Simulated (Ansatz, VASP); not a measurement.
Ca: VASP beside Ansatz

The input INCAR:

```
SYSTEM = Ca
PREC     = Accurate       ! precision mode
ENCUT    = 520            ! plane-wave cutoff, eV
EDIFF    = 1E-7           ! SCF threshold, eV
ISMEAR   = 0              ! smearing method
SIGMA    = 0.05           ! smearing width, eV
LREAL    = .False.        ! projectors in reciprocal space
LASPH    = .True.         ! aspherical terms in the spheres
NELM     = 100            ! most SCF steps
ALGO     = Normal         ! electronic algorithm
ISIF     = 2              ! what is computed and relaxed
LWAVE    = .False.        ! write WAVECAR
LCHARG   = .False.        ! write CHGCAR
GGA      = CA             ! functional
NBANDS   = 11             ! bands
```

Contents of KPOINTS:

```
Automatic mesh
0
Gamma
  9 9 9
  0 0 0
```

File POSCAR:

```
Ca
1.0
   -2.1240759851      2.1293893476      2.4775318405
    2.1240759851     -2.1293893476      2.4775318405
    2.1240759851      2.1293893476     -2.4775318405
Ca
1
Direct
    0.5000000000      0.5000000000      0.0000000000
```

The input input.yaml:

```yaml
crystal:
  lattice:
    - [-2.1240759851, 2.1293893476, 2.4775318405]
    - [2.1240759851, -2.1293893476, 2.4775318405]
    - [2.1240759851, 2.1293893476, -2.4775318405]
  atoms:
    - { symbol: Ca, position: [0.5, 0.5, 0.0] }
kpoints:
  mp_grid: { grid: [9, 9, 9] }
scf:
  occupations: { method: gaussian, width: 0.05 }
hamiltonian:
  xc: lda
  pseudopotentials: { kind: all_electron, lapw: { basis_error: 0.001 } }
output:
  forces: true
  stress: true
  eigenvalues: true
```

Change from the starting cell: volume scaled by 1.04.

Alike in both runs: task single point; functional LDA; k mesh 9 × 9 × 9; occupations gaussian, width 0.05 eV; no spin polarisation.

|  | VASP | Ansatz |
| --- | --- | --- |
| version | VASP 6.6.1 | Ansatz 0.2.0 |
| potentials or method | VASP PAW LDA potentials, release 64 (Ca_sv), cutoff 520 eV | all-electron LAPW, scalar-relativistic |

```tsv
	VASP	Ansatz	Ansatz less VASP
gap on the k mesh at the Fermi level (eV)	none	none	-
pressure (GPa)	-2.5	-2.5	0.00
traceless stress, the component that is largest in VASP (GPa)	0.15	0.15	+0.002
```

LDA's correlation is that of Perdew and Zunger in VASP and of Perdew and Wang (1992) in Ansatz. A gap of «none» marks a metal or a gap that the smearing closes. Ansatz ran all-electron here, and VASP with PAW potentials.
